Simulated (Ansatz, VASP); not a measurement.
**B: VASP beside Ansatz**

```
B
1.0
     3.21903    0.00000   -0.48619
     0.00000    2.89433    0.00000
    -1.92467    0.00000    4.61343
B
6
Direct
  0.00000 0.00000 0.00000
  0.00000 0.50000 0.50000
  0.40878 0.49995 0.30207
  0.59122 0.99995 0.19793
  0.59122 0.50005 0.69793
  0.40878 0.00005 0.80207
```

Alike in both runs: functional PBE; k mesh 6 × 4 × 6; occupations gaussian, width 0.1 eV; no spin polarisation.

Ansatz relaxed the structure, and its values are those at the end. VASP's run is a single point on that final structure, the one shown.

|  | VASP | Ansatz |
| --- | --- | --- |
| version | VASP 6.6.1 | Ansatz 0.2.0 |
| potentials or method | VASP PAW PBE potentials, release 64 (B), cutoff 520 eV | scalar-relativistic, plane waves, PAW |
| valence electrons in the cell | 18 | 18 |

|  | VASP | Ansatz | Ansatz less VASP |
| --- | --- | --- | --- |
| gap on the k mesh at the Fermi level (eV) | none | none | - |
| pressure (GPa) | 0.1 | 0.0 | -0.08 |
| rms of the force components (eV/Å) | 0.005 | 0.003 | -0.0024 |

A gap of «none» marks a metal or a gap that the smearing closes.

The k mesh is coarse, so the values compare programs but aren't converged.
